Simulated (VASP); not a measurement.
# SiC: single point with PBE

SiC:

```
CELL_PARAMETERS angstrom
0.00000 2.16806 2.16806
2.16806 0.00000 2.16806
2.09290 2.09290 0.07516
ATOMIC_POSITIONS crystal
Si 0.00000 0.00000 0.00000
C 0.75000 0.75000 0.75000
```

| Property | Result |
| --- | --- |
| Program | VASP 6.6.1 |
| Task | single point |
| Functional | PBE |
| Potentials or basis | VASP PAW PBE potentials, release 64 (Si, C) |
| Cutoff | 520 eV |
| k mesh | 12 × 12 × 12 |
| Occupations | gaussian, width 0.05 eV |
| Spin | no spin polarisation |
| Dipole correction | no |
| Further INCAR settings | ALGO = Normal; EDIFF = 1e-07; NBANDS = 11 |

* Pressure: 21.8 GPa
* Largest force: 0.930 eV/Å
* Band gap on the k mesh: 1.04 eV, indirect (least direct gap 4.23 eV)

Forces on the atoms (eV/Å):
```
Si  -0.537 -0.537  0.537
C    0.537  0.537 -0.537
```

Stress tensor (GPa, compression positive):
```
 21.81  12.23 -12.23
 12.23  21.81 -12.23
-12.23 -12.23  21.81
```

Levels at points of the mesh, in eV from the valence-band top:
```tsv
k point	band 1	band 2	band 3	band 4	band 5	band 6	band 7	band 8
(0.00, 0.00, 0.00)	-16.16	-0.31	-0.31	0.00	6.35	7.18	7.18	9.03
(0.50, 0.00, 0.00)	-12.47	-9.16	-1.18	-1.12	6.05	7.08	7.94	10.37
(0.50, 0.50, 0.00)	-10.82	-8.21	-3.82	-3.19	1.04	4.45	14.30	14.63
(0.00, 0.00, 0.50)	-11.89	-8.98	-1.59	-1.59	5.08	6.83	6.83	9.92
```

Wall time 15 s on 1 thread of Intel(R) Xeon(R) 6975P-C (Granite Rapids), on a shared host, peak memory 0.16 GiB.

A k mesh can miss the band edges.
